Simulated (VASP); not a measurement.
## Re: single point with PBE

The system is Re.

```
Re
1.0
     2.62987    0.00000    0.00000
    -1.31494    2.27754    0.00000
     0.00000    0.00000    4.24444
Re
2
Direct
  0.33333 0.66667 0.25000
  0.66667 0.33333 0.75000
```

This cell differs from its parent crystal: volume scaled by 0.85.

```json
{"Program": "VASP 6.6.1", "Task": "single point", "Functional": "PBE", "Potentials or basis": "VASP PAW PBE potentials, release 64 (Re)", "Cutoff": "520 eV", "k mesh": "16 × 16 × 9", "Occupations": "fermi-dirac, width 0.08 eV", "Spin": "no spin polarisation", "Dipole correction": "no", "Further INCAR settings": "ALGO = Normal; EDIFF = 1e-06; NBANDS = 14"}
```

```json
{"Pressure": "85.8 GPa", "Band gap on the k mesh": "zero (band 7 reaches 12.03 eV, above the bottom of band 8 at 7.75 eV)"}
```

Stress tensor (GPa, compression positive):
```
85.84  0.00  0.00
 0.00 85.84  0.00
 0.00  0.00 85.73
```

Levels at points of the mesh, in eV from the Fermi level:
```tsv
k point	band 5	band 6	band 7	band 8	band 9	band 10
(0.00, 0.00, 0.00)	-2.01	-0.99	-0.99	0.15	0.15	1.04
(0.50, 0.00, 0.00)	-1.73	-1.61	-0.68	4.91	5.44	5.59
```

Wall time 19 s on 1 thread of Intel(R) Xeon(R) 6975P-C (Granite Rapids), with other jobs on the host, peak memory 0.17 GiB.

Caveat: spin-orbit coupling is left out, which moves the levels of the heavy elements.
